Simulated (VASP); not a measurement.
# WSe (Pm-3m) in VASP: single point with r2SCAN+U

Aim: the single point of WSe with r2SCAN+U.

All numbers are computed with VASP 6.6.1; they aren't measurements. Logs are shortened: lines on timing, memory, paths and dates and some standing lists are left out, and cuts for length are marked.

## (1) The cell of the first run

It takes space group Pm-3m (No. 221, cubic). Conventional cell: a = 3.738 Å, b = 3.738 Å, c = 3.738 Å, α = 90.00°, β = 90.00°, γ = 90.00°. W (site symmetry m-3m) has 8 Se at 3.24 Å and 6 W at 3.74 Å within 4.3 Å. Within 4.3 Å of Se (site symmetry m-3m) lie 8 W at 3.24 Å and 6 Se at 3.74 Å.

## (2) Single point, r2SCAN+U

POSCAR

```
WSe
1.0
    3.7377301953      0.0000000000      0.0000000000
    0.0000000000      3.7377301953      0.0000000000
    0.0000000000      0.0000000000      3.7377301953
W Se
1 1
Direct
    0.0000000000      0.0000000000      0.0000000000
    0.5000000000      0.5000000000      0.5000000000
```

INCAR.step1

```
PREC = Accurate
ENCUT = 520
ISMEAR = 0
SIGMA = 0.1
LREAL = F
LASPH = T
NELM = 150
LMAXMIX = 4
LDAU = T
LDAUTYPE = 2
LDAUL = 2 -1
LDAUU = 6.2 0
LDAUJ = 0 0
NBANDS = 17
GGA = PE
ALGO = Normal
EDIFF = 1E-4
LWAVE = T
LCHARG = F
```

INCAR.step2

```
PREC = Accurate
ENCUT = 520
EDIFF = 1E-7
ISMEAR = 0
SIGMA = 0.1
LREAL = F
LASPH = T
NELM = 150
ALGO = Normal
ISIF = 2
LWAVE = F
LCHARG = T
LMAXMIX = 4
LDAU = T
LDAUTYPE = 2
LDAUL = 2 -1
LDAUU = 6.2 0
LDAUJ = 0 0
LDAUPRINT = 1
METAGGA = R2SCAN
LMIXTAU = T
LELF = T
LVHAR = T
NBANDS = 17
ISTART = 1
```

KPOINTS

```
regular mesh
0
Gamma
  12 12 12
```

Potentials or basis: VASP PAW PBE potentials, release 64 (W_sv, Se).

Command:

```sh
$ cat potpaw_PBE.64/W_sv/POTCAR potpaw_PBE.64/Se/POTCAR > POTCAR
$ cp INCAR.step1 INCAR
$ mpirun -np 1 vasp_std > vasp.out
$ cp INCAR.step2 INCAR
$ mpirun -np 1 vasp_std > vasp.out
```

OUTCAR:

```text
PREC = Accurate
   ENCUT = 520
   EDIFF = 1E-7
   ISMEAR = 0
   LREAL = F
   LASPH = T
   NELM = 150
   ISIF = 2
   METAGGA = R2SCAN
   ISTART = 1

 ion  position               nearest neighbor table
   1  0.000  0.000  0.000-
   2  0.500  0.500  0.500-

  LATTYP: Found a simple cubic cell.
 ALAT       =     3.7377301953

  Lattice vectors:

 A1 = (   3.7377301953,   0.0000000000,   0.0000000000)
 A2 = (   0.0000000000,   3.7377301953,   0.0000000000)
 A3 = (   0.0000000000,   0.0000000000,   3.7377301953)

Analysis of symmetry for initial positions (statically):
=====================================================================
 Subroutine PRICEL returns:
 Original cell was already a primitive cell.

 Routine SETGRP: Setting up the symmetry group for a
 simple cubic supercell.

 Subroutine GETGRP returns: Found 48 space group operations
 (whereof 48 operations were pure point group operations)
 out of a pool of 48 trial point group operations.

The static configuration has the point symmetry O_h .

Analysis of symmetry for dynamics (positions and initial velocities):
=====================================================================
 Subroutine PRICEL returns:
 Original cell was already a primitive cell.

 Routine SETGRP: Setting up the symmetry group for a
 simple cubic supercell.

 Subroutine GETGRP returns: Found 48 space group operations
 (whereof 48 operations were pure point group operations)
 out of a pool of 48 trial point group operations.

The dynamic configuration has the point symmetry O_h .

 Subroutine INISYM returns: Found 48 space group operations
 (whereof 48 operations are pure point group operations),
 and found     1 'primitive' translations

----------------------------------------------------------------------------------------

                                     Primitive cell

  volume of cell :      52.2184

  direct lattice vectors                    reciprocal lattice vectors
     3.737730195  0.000000000  0.000000000     0.267542050  0.000000000  0.000000000
     0.000000000  3.737730195  0.000000000     0.000000000  0.267542050  0.000000000
     0.000000000  0.000000000  3.737730195     0.000000000  0.000000000  0.267542050

  length of vectors
     3.737730195  3.737730195  3.737730195     0.267542050  0.267542050  0.267542050

  position of ions in fractional coordinates (direct lattice)
     0.000000000  0.000000000  0.000000000
     0.500000000  0.500000000  0.500000000

  ion indices of the primitive-cell ions
   primitive index   ion index
                 1           1
                 2           2

----------------------------------------------------------------------------------------

 KPOINTS: regular mesh

Automatic generation of k-mesh.
 Grid dimensions read from file:
 generate k-points for:   12   12   12

 Generating k-lattice:

  Cartesian coordinates                     Fractional coordinates (reciprocal lattice)
     0.022295171  0.000000000  0.000000000     0.083333333  0.000000000  0.000000000
     0.000000000  0.022295171  0.000000000     0.000000000  0.083333333  0.000000000
     0.000000000  0.000000000  0.022295171     0.000000000  0.000000000  0.083333333

  Length of vectors
     0.022295171  0.022295171  0.022295171

  Shift w.r.t. Gamma in fractional coordinates (k-lattice)
     0.000000000  0.000000000  0.000000000

 Subroutine IBZKPT returns following result:
 ===========================================

 Found     84 irreducible k-points:

 Following reciprocal coordinates:
            Coordinates               Weight
  0.000000  0.000000  0.000000      1.000000
  0.083333  0.000000  0.000000      6.000000
  0.166667  0.000000  0.000000      6.000000
  0.250000  0.000000  0.000000      6.000000
  0.333333  0.000000  0.000000      6.000000
  0.416667  0.000000  0.000000      6.000000
[... 16 lines left out ...]
  0.333333  0.333333  0.000000     12.000000
  0.416667  0.333333  0.000000     24.000000
 [... further k-points ...]
   k-points           NKPTS =     84   k-points in BZ     NKDIM =     84   number of bands    NBANDS=     17
   number of dos      NEDOS =    301   number of ions     NIONS =      2
   total plane-waves  NPLWV =  21952
   dimension x,y,z NGX =    28 NGY =   28 NGZ =   28
   dimension x,y,z NGXF=    56 NGYF=   56 NGZF=   56
   ions per type =               1   1
   NGX,Y,Z   is equivalent  to a cutoff of  12.45, 12.45, 12.45 a.u.
   NGXF,Y,Z  is equivalent  to a cutoff of  24.91, 24.91, 24.91 a.u.
 SYSTEM =  unknown system
   PREC   = accura    normal or accurate (medium, high low for compatibility)
   ISTART =      1    job   : 0-new  1-cont  2-samecut
   ICHARG =      0    charge: 1-file 2-atom 10-const
   ISPIN  =      1    spin polarized calculation?
   LNONCOLLINEAR =      F non collinear calculations
   LSORBIT =      F    spin-orbit coupling
   LASPH  =      T    aspherical Exc in radial PAW
   ENCUT  =  520.0 eV  38.22 Ry    6.18 a.u.   6.95  6.95  6.95*2*pi/ulx,y,z
   NELM   =    150;   NELMIN=  2; NELMDL=  0     # of ELM steps
   EDIFF  = 0.1E-06   stopping-criterion for ELM
   LREAL  =      F    real-space projection
   EDIFFG = 0.1E-05   stopping-criterion for IOM
   NSW    =      0    number of steps for IOM
   IBRION =     -1    ionic relax: 0-MD 1-quasi-New 2-CG
   NFREE  =      0    steps in history (QN), initial steepest desc. (CG)
   ISIF   =      2    stress and relaxation
   ISYM   =      2    0-nonsym 1-usesym 2-fastsym
   POTIM  = 0.5000    time-step for ionic-motion
   TEBEG  =    0.0;   TEEND  =   0.0 temperature during run
   PSTRESS=    0.0 pullay stress
   NELECT =      20.0000    total number of electrons
   NUPDOWN=      -1.0000    fix difference up-down
   EMIN   =  10.00;   EMAX   =-10.00  energy-range for DOS
   EFERMI =   0.00;   METHOD = LEGACY
   ISMEAR =     0;   SIGMA  =   0.10  broadening in eV -4-tet -1-fermi 0-gaus
   EFERMI_NEDOS =   21; number of points for ismear=-14 and -15
   IALGO  =     38    algorithm
   IMIX   =      4    mixing-type and parameters
     AMIX     =   0.40;   BMIX     =  1.00
     AMIX_MAG =   1.60;   BMIX_MAG =  1.00
  volume/ion in A,a.u.               =      26.11       176.19
  Fermi-wavevector in a.u.,A,eV,Ry     =   1.188895  2.246686 19.231449  1.413472
  Thomas-Fermi vector in A             =   2.325015
   LORBIT       =      0    0 simple, 1 ext, 2 COOP (PROOUT), +10 PAW based schemes
 LDA+U is selected, type is set to LDAUTYPE =  2
   angular momentum for each species LDAUL =     2   -1
   U (eV)           for each species LDAUU =   6.2  0.0
   J (eV)           for each species LDAUJ =   0.0  0.0
   METAGGA = R2SCAN    functional components
   LHFCALC =     F    Hartree Fock is set to
   AEXX    =    0.0000 exact exchange contribution
   IVDW    =     0    specifies the selected vdW correction
   LEPSILON=     F    determine dielectric tensor
   LRPA    =     F    only Hartree local field effects (RPA)
 non-spin polarized calculation
 Gauss-broadening in eV      SIGMA  =   0.10
  energy-cutoff  :      520.00
  volume of cell :       52.22
 maximum number of plane-waves:      1424
 NGX is ok and might be reduce to    28
   NGX = 13   NGY = 13   NGZ = 13

atom =   1  type =  1  l = 2

 onsite density matrix

spin component  1

  0.0462  0.0000  0.0000  0.0000  0.0000
  0.0000  0.0462  0.0000  0.0000  0.0000
  0.0000  0.0000  0.7544  0.0000 -0.0000
  0.0000  0.0000  0.0000  0.0462  0.0000
  0.0000  0.0000 -0.0000  0.0000  0.7544

spin component  2

  0.0462  0.0000  0.0000  0.0000  0.0000
  0.0000  0.0462  0.0000  0.0000  0.0000
  0.0000  0.0000  0.7544  0.0000 -0.0000
  0.0000  0.0000  0.0000  0.0462  0.0000
  0.0000  0.0000 -0.0000  0.0000  0.7544

 occupancies and eigenvectors

  o =  0.0462  v =  1.0000  0.0000  0.0000  0.0000  0.0000  0.0000  0.0000  0.0000  0.0000  0.0000      0.0000  0.0000  0.0000  0.0000  0.0000  0.0000  0.0000  0.0000  0.0000  0.0000
  o =  0.0462  v =  0.0000  0.0000  0.0000  0.0000  0.0000  1.0000  0.0000  0.0000  0.0000  0.0000      0.0000  0.0000  0.0000  0.0000  0.0000  0.0000  0.0000  0.0000  0.0000  0.0000
  o =  0.0462  v =  0.0000 -0.8415 -0.0000 -0.5402 -0.0000  0.0000  0.0000  0.0000  0.0000  0.0000      0.0000  0.0000  0.0000  0.0000  0.0000  0.0000  0.0000  0.0000  0.0000  0.0000
  o =  0.0462  v =  0.0000  0.0000  0.0000  0.0000  0.0000  0.0000 -0.8415 -0.0000 -0.5402 -0.0000      0.0000  0.0000  0.0000  0.0000  0.0000  0.0000  0.0000  0.0000  0.0000  0.0000
  o =  0.0462  v =  0.0000 -0.5402 -0.0000  0.8415 -0.0000  0.0000  0.0000  0.0000  0.0000  0.0000      0.0000  0.0000  0.0000  0.0000  0.0000  0.0000  0.0000  0.0000  0.0000  0.0000
  o =  0.0462  v =  0.0000  0.0000  0.0000  0.0000  0.0000  0.0000 -0.5402 -0.0000  0.8415 -0.0000      0.0000  0.0000  0.0000  0.0000  0.0000  0.0000  0.0000  0.0000  0.0000  0.0000
  o =  0.7544  v =  0.0000  0.0000  0.0000  0.0000  0.0000  0.0000  0.0000 -0.9992  0.0000 -0.0397      0.0000  0.0000  0.0000  0.0000  0.0000  0.0000  0.0000  0.0000  0.0000  0.0000
  o =  0.7544  v =  0.0000  0.0000 -0.9992  0.0000 -0.0397  0.0000  0.0000  0.0000  0.0000  0.0000      0.0000  0.0000  0.0000  0.0000  0.0000  0.0000  0.0000  0.0000  0.0000  0.0000
  o =  0.7544  v =  0.0000 -0.0000 -0.0397  0.0000  0.9992  0.0000  0.0000  0.0000  0.0000  0.0000      0.0000  0.0000  0.0000  0.0000  0.0000  0.0000  0.0000  0.0000  0.0000  0.0000
  o =  0.7544  v =  0.0000  0.0000  0.0000  0.0000  0.0000  0.0000 -0.0000 -0.0397  0.0000  0.9992      0.0000  0.0000  0.0000  0.0000  0.0000  0.0000  0.0000  0.0000  0.0000  0.0000

 number of electron      19.9999989 magnetization

 Free energy of the ion-electron system (eV)
  ---------------------------------------------------
  ext. energy  EPLUGINS =         0.00000000
  ---------------------------------------------------
  free energy    TOTEN  =       -56.26286439 eV

  energy without entropy =      -56.26197127  energy(sigma->0) =      -56.26241783

 E-fermi :   4.3584     XC(G=0): -10.5995

 val. band max:        4.3527826681   @ k =   0.0833   0.0000   0.0000
 cond. band min:       4.7449987485   @ k =   0.0833   0.0833   0.0000
 fundamental gap:      0.3922160804
 Fermi energy:         4.3583530487

 k-point     1 :       0.0000    0.0000    0.0000
  band No.  band energies     occupation
      1     -71.8764      2.00000
      2     -35.3398      2.00000
      3     -35.3398      2.00000
      4     -35.3397      2.00000
      5      -9.2127      2.00000
      6       1.6785      2.00000
[... 457 lines left out ...]
      4     -35.3358      2.00000
      5      -8.3006      2.00000
      6      -0.1854      2.00000
[... 9 lines left out ...]
     16      12.7534      0.00000
     17      14.5591      0.00000

 [... further k-points ...]

------------------------ aborting loop because EDIFF is reached ----------------------------------------

  FORCE on cell =-STRESS in cart. coord.  units (eV):
  Direction    XX          YY          ZZ          XY          YZ          ZX
  --------------------------------------------------------------------------------------
  -------------------------------------------------------------------------------------
  Total       -5.4183029     -5.4183029     -5.4183029      0.0000000      0.0000000      0.0000000
  in kB     -166.2455449   -166.2455449   -166.2455449      0.0000000      0.0000000      0.0000000
  external PRESSURE =    -166.2455449 kB  Pullay stress =       0.0000000 kB

 VOLUME and BASIS-vectors are now :
 -----------------------------------------------------------------------------
  energy-cutoff  :      520.00
  volume of cell :       52.22
      direct lattice vectors                 reciprocal lattice vectors
     3.737730195  0.000000000  0.000000000     0.267542050  0.000000000  0.000000000
     0.000000000  3.737730195  0.000000000     0.000000000  0.267542050  0.000000000
     0.000000000  0.000000000  3.737730195     0.000000000  0.000000000  0.267542050

 POSITION                                       TOTAL-FORCE (eV/Angst)
 -----------------------------------------------------------------------------------
      0.00000      0.00000      0.00000         0.000000      0.000000      0.000000
      1.86887      1.86887      1.86887         0.000000      0.000000      0.000000
 -----------------------------------------------------------------------------------
    total drift:                               -0.000000      0.000000     -0.000000

  FREE ENERGIE OF THE ION-ELECTRON SYSTEM (eV)
  ---------------------------------------------------
  free  energy   TOTEN  =       -56.2628643909 eV

  energy  without entropy=      -56.2619712717  energy(sigma->0) =      -56.26241783
```

It took 11 min on 1 thread of Intel Xeon 8259CL, shared host; peak memory 0.22 GiB.

Results:

```yaml
Free_energy: -56.2629 eV
Pressure: -16.6 GPa
Band_gap_on_the_k_mesh: zero (bands 10 and 11 overlap by 0.76 eV)
```

Eigenvalues of the final occupation matrices:
| site | spin | trace | eigenvalues |
| --- | --- | --- | --- |
| site 1 d | 1 | 1.65 | 0.05 0.05 0.05 0.75 0.75 |
| site 1 d | 2 | 1.65 | 0.05 0.05 0.05 0.75 0.75 |

Caveat: the cell stands under tension; the PAW data sets were made with another functional, which shifts forces and pressure a little; spin-orbit coupling is left out, which moves the levels of the heavy elements; U without spin polarisation on a metal has little footing.
